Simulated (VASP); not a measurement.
A run of VASP 6.6.1 is set up as follows.

The input INCAR:

```
AGGAC = 1.0
AGGAX = 1.0
ALDAC = 0.0
ALDAX = 1.0
ALGO = Normal
EDIFF = 1E-7
EDIFFG = -0.01
ENCUT = 600
GGA = B5
IBRION = 2
ISIF = 3
ISMEAR = -1
LASPH = True
LCHARG = False
LREAL = False
LWAVE = False
NELM = 80
NSW = 80
PREC = Accurate
SIGMA = 0.1
```

The input KPOINTS:

```
k-points
0
Gamma
  8 8 8
```

POSCAR

```
Te
1.0
    0.0000000000      3.3891640866      3.3891640866
    3.3891640866      0.0000000000      3.3891640866
    3.3891640866      3.3891640866      0.0000000000
Te
2
Direct
    0.1250000000      0.1250000000      0.1250000000
    0.8750000000      0.8750000000      0.8750000000
```

Potentials or basis: VASP PAW PBE potentials, release 64 (Te).

Command:

```sh
$ cat potpaw_PBE.64/Te/POTCAR > POTCAR
$ mpirun -np 1 vasp_std > vasp.out
```

(1) Estimate the band gap on the k mesh.

(2) Estimate the relaxed volume.

(3) What does it give for the relaxed cell?

## Answers

(1) zero (band 6 reaches 3.12 eV, above the bottom of band 7 at 2.30 eV).

(2) 50.43 Å³/atom.

(3) a = 5.225 Å, b = 5.225 Å, c = 5.225 Å, α = 60.00°, β = 60.00°, γ = 60.00°.

Caveat: the volume moved by over 15 % at a fixed basis, so the end points are rough; the PAW data sets were made with another functional, which shifts forces and pressure a little; spin-orbit coupling is left out, which moves the levels of the heavy elements.
